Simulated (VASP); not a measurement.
# PbO2 (Cmce) in VASP: single point with PBE

Aim: the single point of PbO2 with PBE.

Everything below comes from runs of VASP 6.6.1. Logs are shortened: lines on timing, memory, paths and dates and some standing lists are left out, and cuts for length are marked.

## (1) The cell of the first run

Symmetry: Cmce, No. 64, orthorhombic system. Conventional cell: a = 5.424 Å, b = 5.456 Å, c = 5.393 Å, α = 90.00°, β = 90.00°, γ = 90.00°. Within 3.0 Å of Pb (site symmetry 2/m) lie 8 O at 2.26 to 2.44 Å. O (site symmetry 2) has 4 Pb at 2.26 to 2.44 Å and 6 O at 2.71 to 2.73 Å within 3.0 Å.

## (2) Single point, PBE

Input file INCAR:

```
SYSTEM = PbO2
PREC     = Accurate       ! precision mode
ENCUT    = 600            ! plane-wave cutoff, eV
EDIFF    = 1E-6           ! SCF threshold, eV
ISMEAR   = -1             ! smearing method
SIGMA    = 0.15           ! smearing width, eV
LREAL    = .False.        ! projectors in reciprocal space
LASPH    = .True.         ! aspherical terms in the spheres
NELM     = 120            ! most SCF steps
ALGO     = Normal         ! electronic algorithm
ISIF     = 2              ! what is computed and relaxed
LWAVE    = .False.        ! write WAVECAR
LCHARG   = .False.        ! write CHGCAR
GGA      = PE             ! functional
NBANDS   = 35             ! bands
GGA_COMPAT= .False.
```

Input file KPOINTS:

```
regular mesh
0
Gamma
  10 10 8
  0 0 0
```

Input file POSCAR:

```
PbO2
1.0
    2.7120928734     -2.7282019881      0.0000000000
    2.7120928734      2.7282019881      0.0000000000
    0.0000000000      0.0000000000      5.3925903898
Pb O
2 4
Direct
    0.0000000000      0.0000000000      0.0000000000
    0.5000000000      0.5000000000      0.5000000000
    0.5275154213      0.9724845787      0.2500000000
    0.9724845787      0.5275154213      0.7500000000
    0.4724845787      0.0275154213      0.7500000000
    0.0275154213      0.4724845787      0.2500000000
```

Potentials or basis: VASP PAW PBE potentials, release 64 (Pb_d, O).

Run with:

```bash
cat potpaw_PBE.64/Pb_d/POTCAR potpaw_PBE.64/O/POTCAR > POTCAR
mpirun -np 1 vasp_std > vasp.out
```

OUTCAR:

```text
SYSTEM = PbO2
   PREC = Accurate
   ENCUT = 600
   EDIFF = 1E-6
   ISMEAR = -1
   LREAL = .False.
   LASPH = .True.
   NELM = 120
   ISIF = 2
   GGA = PE

 ion  position               nearest neighbor table
   1  0.000  0.000  0.000-   3 2.26   4 2.26   5 2.26   6 2.26   3 2.44   4 2.44   6 2.44   5 2.44
                             2 3.82   2 3.82   2 3.82   2 3.82   2 3.84   2 3.84   2 3.84   2 3.84
   2  0.500  0.500  0.500-   3 2.26   4 2.26   5 2.26   6 2.26   6 2.44   5 2.44   3 2.44   4 2.44
                             1 3.82   1 3.82   1 3.82   1 3.82   1 3.84   1 3.84   1 3.84   1 3.84
   3  0.528  0.972  0.250-   1 2.26   2 2.26   2 2.44   1 2.44
   4  0.972  0.528  0.750-   1 2.26   2 2.26   2 2.44   1 2.44
   5  0.472  0.028  0.750-   1 2.26   2 2.26   1 2.44   2 2.44
   6  0.028  0.472  0.250-   1 2.26   2 2.26   1 2.44   2 2.44

  LATTYP: Found a base centered orthorhombic cell.
 ALAT       =     5.4241857468
 B/A-ratio  =     1.0059397356
 C/A-ratio  =     0.9941750968

  Lattice vectors:

 A1 = (   2.7120928734,  -2.7282019881,   0.0000000000)
 A2 = (   2.7120928734,   2.7282019881,   0.0000000000)
 A3 = (   0.0000000000,   0.0000000000,   5.3925903898)

Analysis of symmetry for initial positions (statically):
=====================================================================
 Subroutine PRICEL returns:
 Original cell was already a primitive cell.

 Routine SETGRP: Setting up the symmetry group for a
 base centered orthorhombic supercell.

 Subroutine GETGRP returns: Found  8 space group operations
 (whereof  4 operations were pure point group operations)
 out of a pool of  8 trial point group operations.

The static configuration has the point symmetry C_2h.
 The point group associated with its full space group is D_2h.

Analysis of symmetry for dynamics (positions and initial velocities):
=====================================================================
 Subroutine PRICEL returns:
 Original cell was already a primitive cell.

 Routine SETGRP: Setting up the symmetry group for a
 base centered orthorhombic supercell.

 Subroutine GETGRP returns: Found  8 space group operations
 (whereof  4 operations were pure point group operations)
 out of a pool of  8 trial point group operations.

The dynamic configuration has the point symmetry C_2h.
 The point group associated with its full space group is D_2h.

 Subroutine INISYM returns: Found  8 space group operations
 (whereof  4 operations are pure point group operations),
[... 105 lines left out ...]
   LREAL  =      F    real-space projection
   EDIFFG = 0.1E-04   stopping-criterion for IOM
   NSW    =      0    number of steps for IOM
   IBRION =     -1    ionic relax: 0-MD 1-quasi-New 2-CG
   NFREE  =      0    steps in history (QN), initial steepest desc. (CG)
   ISIF   =      2    stress and relaxation
   ISYM   =      2    0-nonsym 1-usesym 2-fastsym
   POTIM  = 0.5000    time-step for ionic-motion
   TEBEG  =    0.0;   TEEND  =   0.0 temperature during run
   PSTRESS=    0.0 pullay stress
   NELECT =      52.0000    total number of electrons
   NUPDOWN=      -1.0000    fix difference up-down
   EMIN   =  10.00;   EMAX   =-10.00  energy-range for DOS
   EFERMI =   0.00;   METHOD = LEGACY
   ISMEAR =    -1;   SIGMA  =   0.15  broadening in eV -4-tet -1-fermi 0-gaus
   EFERMI_NEDOS =   21; number of points for ismear=-14 and -15
   IALGO  =     38    algorithm
   IMIX   =      4    mixing-type and parameters
     AMIX     =   0.40;   BMIX     =  1.00
     AMIX_MAG =   1.60;   BMIX_MAG =  1.00
  volume/ion in A,a.u.               =      13.30        89.75
  Fermi-wavevector in a.u.,A,eV,Ry     =   1.419296  2.682081 27.407608  2.014402
  Thomas-Fermi vector in A             =   2.540332
   LORBIT       =      0    0 simple, 1 ext, 2 COOP (PROOUT), +10 PAW based schemes
   GGA     = PE    functional components
   LHFCALC =     F    Hartree Fock is set to
   AEXX    =    0.0000 exact exchange contribution
   IVDW    =     0    specifies the selected vdW correction
   LEPSILON=     F    determine dielectric tensor
   LRPA    =     F    only Hartree local field effects (RPA)
 non-spin polarized calculation
  energy-cutoff  :      600.00
  volume of cell :       79.80
 maximum number of plane-waves:      2685
   NGX = 15   NGY = 15   NGZ = 21

 number of electron      52.0000005 magnetization

 Free energy of the ion-electron system (eV)
  ---------------------------------------------------
  ext. energy  EPLUGINS =         0.00000000
  ---------------------------------------------------
  free energy    TOTEN  =       -31.27859376 eV

  energy without entropy =      -31.20661888  energy(sigma->0) =      -31.24260632

 E-fermi :   5.7074     XC(G=0): -11.0815

 val. band max:        5.5894561154   @ k =   0.1000   0.1000   0.1250
 cond. band min:       5.7928669855   @ k =   0.2000   0.0000   0.0000
 fundamental gap:      0.2034108701
 Fermi energy:         5.7074206368

 k-point     1 :       0.0000    0.0000    0.0000
  band No.  band energies     occupation
      1     -12.9971      2.00000
      2     -12.2790      2.00000
      3     -11.5945      2.00000
      4     -10.2676      2.00000
      5     -10.2099      2.00000
      6     -10.2062      2.00000
[... 901 lines left out ...]
     34      15.7638      0.00000
     35      16.3918      0.00000

 [... further k-points ...]

------------------------ aborting loop because EDIFF is reached ----------------------------------------

  FORCE on cell =-STRESS in cart. coord.  units (eV):
  Direction    XX          YY          ZZ          XY          YZ          ZX
  --------------------------------------------------------------------------------------
  -------------------------------------------------------------------------------------
  Total        0.0462963      0.0364422      0.0510107      0.0000000     -0.0000000      0.0000000
  in kB        0.9294986      0.7316560      1.0241486      0.0000000     -0.0000000      0.0000000
  external PRESSURE =       0.8951011 kB  Pullay stress =       0.0000000 kB

 VOLUME and BASIS-vectors are now :
 -----------------------------------------------------------------------------
  energy-cutoff  :      600.00
  volume of cell :       79.80
      direct lattice vectors                 reciprocal lattice vectors
     2.712092873 -2.728201988  0.000000000     0.184359468 -0.183270888  0.000000000
     2.712092873  2.728201988  0.000000000     0.184359468  0.183270888  0.000000000
     0.000000000  0.000000000  5.392590390     0.000000000  0.000000000  0.185439636

 POSITION                                       TOTAL-FORCE (eV/Angst)
 -----------------------------------------------------------------------------------
      0.00000      0.00000      0.00000         0.000000      0.000000      0.000000
      2.71209      0.00000      2.69630        -0.000000     -0.000000      0.000000
      4.06814      1.21397      1.34815         0.000000      0.013802      0.000000
      4.06814     -1.21397      4.04444         0.000000     -0.013802      0.000000
      1.35605     -1.21397      4.04444         0.000000     -0.013802     -0.000000
      1.35605      1.21397      1.34815         0.000000      0.013802      0.000000
 -----------------------------------------------------------------------------------
    total drift:                                0.000000      0.000000     -0.000000

  FREE ENERGIE OF THE ION-ELECTRON SYSTEM (eV)
  ---------------------------------------------------
  free  energy   TOTEN  =       -31.2785937649 eV

  energy  without entropy=      -31.2066188824  energy(sigma->0) =      -31.24260632
```

Wall time 8.2 min (1 thread of Oxide Virtual Turin-like, shared host); peak memory 0.47 GiB.

What came out:

```yaml
Free_energy: -31.2786 eV
Pressure: 0.1 GPa
Largest_force: 0.014 eV/Å
Band_gap_on_the_k_mesh: zero (bands 26 and 27 overlap by 0.18 eV)
```

Forces on the atoms (eV/Å):
```
Pb   0.000  0.000  0.000
Pb   0.000  0.000  0.000
O    0.000  0.014  0.000
O    0.000 -0.014  0.000
O    0.000 -0.014  0.000
O    0.000  0.014  0.000
```

Caveat: semilocal functionals underestimate gaps, and a narrow one can read as zero; spin-orbit coupling is left out, which moves the levels of the heavy elements.

The gap in the log of VASP goes by the Fermi energy; the results here count the filled bands.